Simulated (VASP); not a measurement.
# Sn (I4_1/amd) in VASP: further runs

The runs below take Sn through relaxation of cell and atoms, with PBEsol, PBE+D3(BJ).

All numbers are computed with VASP 6.6.1; they aren't measurements. Logs are shortened: lines on timing, memory, paths and dates and some standing lists are left out, and cuts for length are marked.

## Step 1: The cell of the first run

The structure is tetragonal, space group I4_1/amd (No. 141). Conventional cell: a = 5.839 Å, b = 5.839 Å, c = 3.188 Å, α = 90.00°, β = 90.00°, γ = 90.00°. Within 4.0 Å of Sn (site symmetry -4m2) lie 10 Sn at 3.03 to 3.77 Å.

## Step 2: Relaxation of cell and atoms, PBEsol

The input, INCAR:

```
SYSTEM = Sn
  ALGO = Normal
  EDIFF = 1E-7
  EDIFFG = -0.05
  ENCUT = 600
  GGA = PS
  IBRION = 2
  ISIF = 3
  ISMEAR = -1
  ISYM = 0
  LASPH = .TRUE.
  LCHARG = .FALSE.
  LREAL = .FALSE.
  LWAVE = .FALSE.
  NELM = 100
  NSW = 80
  PREC = Accurate
  SIGMA = 0.15
```

The input, KPOINTS:

```
k-points
0
G
  9 9 6
  0 0 0
```

The input, POSCAR:

```
Sn
1.0
   -2.9196440000      2.9196440000      1.5938000000
    2.9196440000     -2.9196440000      1.5938000000
    2.9196440000      2.9196440000     -1.5938000000
Sn
2
Direct
    0.0000000000      0.0000000000      0.0000000000
    0.7500000000      0.2500000000      0.5000000000
```

Potentials or basis: VASP PAW PBE potentials, release 64 (Sn_d).

On the command line:

```console
cat potpaw_PBE.64/Sn_d/POTCAR > POTCAR
mpirun -np 1 vasp_std > vasp.out
```

OUTCAR:

```text
SYSTEM = Sn
   EDIFF = 1E-7
   EDIFFG = -0.05
   ENCUT = 600
   GGA = PS
   IBRION = 2
   ISIF = 3
   ISMEAR = -1
   ISYM = 0
   LASPH = .TRUE.
   LREAL = .FALSE.
   NELM = 100
   NSW = 80
   PREC = Accurate

 ion  position               nearest neighbor table
   1  0.000  0.000  0.000-   2 3.03   2 3.03   2 3.03   2 3.03
   2  0.750  0.250  0.500-   1 3.03   1 3.03   1 3.03   1 3.03

IMPORTANT INFORMATION: All symmetrisations will be switched off!
NOSYMM: (Re-)initialisation of all symmetry stuff for point group C_1.

----------------------------------------------------------------------------------------

                                     Primitive cell

  volume of cell :      54.3443

  direct lattice vectors                    reciprocal lattice vectors
    -2.919644000  2.919644000  1.593800000     0.000000000  0.171253756  0.313715648
     2.919644000 -2.919644000  1.593800000     0.171253756  0.000000000  0.313715648
     2.919644000  2.919644000 -1.593800000     0.171253756  0.171253756  0.000000000

  length of vectors
     4.425928221  4.425928221  4.425928221     0.357414824  0.357414824  0.242189384

  position of ions in fractional coordinates (direct lattice)
     0.000000000  0.000000000  0.000000000
     0.750000000  0.250000000  0.500000000

  ion indices of the primitive-cell ions
   primitive index   ion index
                 1           1
                 2           2

----------------------------------------------------------------------------------------

 KPOINTS: k-points

Automatic generation of k-mesh.
 Grid dimensions read from file:
 generate k-points for:    9    9    6

 Generating k-lattice:

  Cartesian coordinates                     Fractional coordinates (reciprocal lattice)
     0.000000000  0.019028195  0.034857294     0.111111111  0.000000000 -0.000000000
     0.019028195  0.000000000  0.034857294     0.000000000  0.111111111 -0.000000000
     0.028542293  0.028542293  0.000000000     0.000000000  0.000000000  0.166666667

  Length of vectors
     0.039712758  0.039712758  0.040364897

  Shift w.r.t. Gamma in fractional coordinates (k-lattice)
     0.000000000  0.000000000  0.000000000

 -----------------------------------------------------------------------------
|                                                                             |
|           W    W    AA    RRRRR   N    N  II  N    N   GGGG   !!!           |
|           W    W   A  A   R    R  NN   N  II  NN   N  G    G  !!!           |
|           W    W  A    A  R    R  N N  N  II  N N  N  G       !!!           |
|           W WW W  AAAAAA  RRRRR   N  N N  II  N  N N  G  GGG   !            |
|           WW  WW  A    A  R   R   N   NN  II  N   NN  G    G                |
|           W    W  A    A  R    R  N    N  II  N    N   GGGG   !!!           |
|                                                                             |
|     Your reciprocal lattice and k-lattice belong to different lattice       |
|     classes:                                                                |
|                                                                             |
|        The reciprocal lattice is body-centered tetragonal,                  |
|        whereas your k-lattice is base-centered monoclinic.                  |
|                                                                             |
|     Results are often still useful ...                                      |
|                                                                             |
 -----------------------------------------------------------------------------

 WARNING: IBZKPT: internal override: KBLOWUP is changed to .FALSE.
      ... skipping the blow-up phase ...

 Subroutine IBZKPT returns following result:
 ===========================================

 Found    244 irreducible k-points:

 Following reciprocal coordinates:
            Coordinates               Weight
  0.000000  0.000000  0.000000      1.000000
  0.111111 -0.000000  0.000000      2.000000
  0.222222  0.000000  0.000000      2.000000
[... 44 lines left out ...]
   IBRION =      2    ionic relax: 0-MD 1-quasi-New 2-CG
   NFREE  =      1    steps in history (QN), initial steepest desc. (CG)
   ISIF   =      3    stress and relaxation
   ISYM   =      0    0-nonsym 1-usesym 2-fastsym
   POTIM  = 0.5000    time-step for ionic-motion
   TEBEG  =    0.0;   TEEND  =   0.0 temperature during run
   PSTRESS=    0.0 pullay stress
   NELECT =      28.0000    total number of electrons
   NUPDOWN=      -1.0000    fix difference up-down
   EMIN   =  10.00;   EMAX   =-10.00  energy-range for DOS
   EFERMI =   0.00;   METHOD = LEGACY
   ISMEAR =    -1;   SIGMA  =   0.15  broadening in eV -4-tet -1-fermi 0-gaus
   EFERMI_NEDOS =   21; number of points for ismear=-14 and -15
   IALGO  =     38    algorithm
   IMIX   =      4    mixing-type and parameters
     AMIX     =   0.40;   BMIX     =  1.00
     AMIX_MAG =   1.60;   BMIX_MAG =  1.00
  volume/ion in A,a.u.               =      27.17       183.37
  Fermi-wavevector in a.u.,A,eV,Ry     =   1.312430  2.480134 23.435678  1.722474
  Thomas-Fermi vector in A             =   2.442823
   LORBIT       =      0    0 simple, 1 ext, 2 COOP (PROOUT), +10 PAW based schemes
   GGA     = PS    functional components
   LHFCALC =     F    Hartree Fock is set to
   AEXX    =    0.0000 exact exchange contribution
   IVDW    =     0    specifies the selected vdW correction
   LEPSILON=     F    determine dielectric tensor
   LRPA    =     F    only Hartree local field effects (RPA)
 conjugate gradient relaxation of ions
 non-spin polarized calculation
  energy-cutoff  :      600.00
  volume of cell :       54.34
 maximum number of plane-waves:      1838
   NGX = 17   NGY = 17   NGZ = 17

--------------------------------------- Ionic step        1  -------------------------------------------

 number of electron      27.9999999 magnetization

 Free energy of the ion-electron system (eV)
  ---------------------------------------------------
  ext. energy  EPLUGINS =         0.00000000
  ---------------------------------------------------
  free energy    TOTEN  =        -8.54659392 eV

  energy without entropy =       -8.47322816  energy(sigma->0) =       -8.50991104

------------------------ aborting loop because EDIFF is reached ----------------------------------------

  FORCE on cell =-STRESS in cart. coord.  units (eV):
  Direction    XX          YY          ZZ          XY          YZ          ZX
  --------------------------------------------------------------------------------------
  -------------------------------------------------------------------------------------
  Total       -0.1441306     -0.1441297     -0.1612030     -0.0412776      0.0097969      0.0097962
  in kB       -4.2492593     -4.2492308     -4.7525864     -1.2169471      0.2888313      0.2888112
  external PRESSURE =      -4.4170255 kB  Pullay stress =       0.0000000 kB

 VOLUME and BASIS-vectors are now :
 -----------------------------------------------------------------------------
  energy-cutoff  :      600.00
  volume of cell :       54.34
      direct lattice vectors                 reciprocal lattice vectors
    -2.919644000  2.919644000  1.593800000     0.000000000  0.171253756  0.313715648
     2.919644000 -2.919644000  1.593800000     0.171253756  0.000000000  0.313715648
     2.919644000  2.919644000 -1.593800000     0.171253756  0.171253756  0.000000000

 POSITION                                       TOTAL-FORCE (eV/Angst)
 -----------------------------------------------------------------------------------
      0.00000      0.00000      0.00000         0.011121     -0.011120      0.000000
      0.00000      2.91964      0.79690        -0.011121      0.011120     -0.000000
 -----------------------------------------------------------------------------------
    total drift:                                0.000001     -0.000002      0.000001

  FREE ENERGIE OF THE ION-ELECTRON SYSTEM (eV)
  ---------------------------------------------------
  free  energy   TOTEN  =        -8.5465939217 eV

  energy  without entropy=       -8.4732281568  energy(sigma->0) =       -8.50991104

--------------------------------------- Ionic step        2  -------------------------------------------

 number of electron      28.0000006 magnetization

 Free energy of the ion-electron system (eV)
  ---------------------------------------------------
  ext. energy  EPLUGINS =         0.00000000
  ---------------------------------------------------
  free energy    TOTEN  =        -8.54722731 eV

  energy without entropy =       -8.47487381  energy(sigma->0) =       -8.51105056

 E-fermi :   7.9544     XC(G=0): -10.4968

 val. band max:        7.9155039585   @ k =   0.3333   0.4444   0.0000
 cond. band min:       7.9673718020   @ k =  -0.2222  -0.2222   0.3333
 fundamental gap:      0.0518678435
 Fermi energy:         7.9543678760

 k-point     1 :       0.0000    0.0000    0.0000
  band No.  band energies     occupation
      1     -13.6314      2.00000
      2     -13.5410      2.00000
      3     -13.5008      2.00000
      4     -13.4849      2.00000
      5     -13.3315      2.00000
      6     -13.3304      2.00000
[... 481 lines left out ...]
      5     -13.4021      2.00000
      6     -13.3632      2.00000
[... 10 lines left out ...]
     17      11.3624      0.00000
     18      11.7965      0.00000

 [... further k-points ...]
[... 5 lines left out ...]
  --------------------------------------------------------------------------------------
  -------------------------------------------------------------------------------------
  Total        0.0583629      0.0583622      0.0432383     -0.0225871      0.0036269      0.0036271
  in kB        1.7394471      1.7394277      1.2886743     -0.6731845      0.1080950      0.1081022
  external PRESSURE =       1.5891830 kB  Pullay stress =       0.0000000 kB

 VOLUME and BASIS-vectors are now :
 -----------------------------------------------------------------------------
  energy-cutoff  :      600.00
  volume of cell :       53.76
      direct lattice vectors                 reciprocal lattice vectors
    -2.912023898  2.912777214  1.587602670     0.000096960  0.171776635  0.314899497
     2.912777117 -2.912023941  1.587602572     0.171776645  0.000096955  0.314899500
     2.906209887  2.906209925 -1.586222766     0.172023113  0.172023109 -0.000081617

 POSITION                                       TOTAL-FORCE (eV/Angst)
 -----------------------------------------------------------------------------------
     -2.91149      2.91224      1.58760         0.006306     -0.006307      0.000000
     -0.00325      2.91022      0.79449        -0.006306      0.006307     -0.000000
 -----------------------------------------------------------------------------------
    total drift:                                0.000000     -0.000000      0.000000

  FREE ENERGIE OF THE ION-ELECTRON SYSTEM (eV)
  ---------------------------------------------------
  free  energy   TOTEN  =        -8.5472273094 eV

  energy  without entropy=       -8.4748738105  energy(sigma->0) =       -8.51105056

 reached required accuracy - stopping structural energy minimisation
```

It took 4.6 min on 1 thread of Intel Xeon 6975P-C (Granite Rapids), shared host; peak memory 0.39 GiB.

What came out:

| Item | Value |
| --- | --- |
| Free energy | -8.5472 eV |
| Relaxed volume | 26.88 Å³/atom |
| Relaxed cell | a = 4.414 Å, b = 4.414 Å, c = 4.405 Å, α = 97.43°, β = 97.43°, γ = 137.84° |
| Space group after relaxing (to 0.05 Å) | I4_1/amd (No. 141) |
| Energy gained by relaxing | 0.3 meV/atom |
| Ionic steps | 2 |
| Pressure after relaxing | 0.2 GPa |
| Largest force after relaxing | 0.009 eV/Å |
| Band gap on the k mesh | zero (band 14 reaches 9.52 eV, above the bottom of band 15 at 5.07 eV) |

Forces in eV/Å, atoms in the order of the input:
```
Sn   0.006 -0.006  0.000
Sn  -0.006  0.006  0.000
```

Stress tensor (GPa, compression positive):
```
 0.17 -0.07  0.01
-0.07  0.17  0.01
 0.01  0.01  0.13
```

The path:
```csv
step,energy change (eV),largest force (eV/Å),pressure (GPa),volume (Å³)
1,0.0000,0.0157,-0.44,54.34
2,-0.0006,0.0089,0.16,53.76
```

Final structure:
```
Sn
1.0
    -2.91202    2.91278    1.58760
     2.91278   -2.91202    1.58760
     2.90621    2.90621   -1.58622
Sn
2
Direct
  0.99991 0.00009 0.00000
  0.75009 0.24991 0.50000
```

Caveat: the PAW data sets were made with another functional, which shifts forces and pressure a little; spin-orbit coupling is left out, which moves the levels of the heavy elements; the relaxation stopped at a loose force limit of 0.05 eV/Å, so its end isn't a converged minimum.

(Continued in part 2 of 2.)
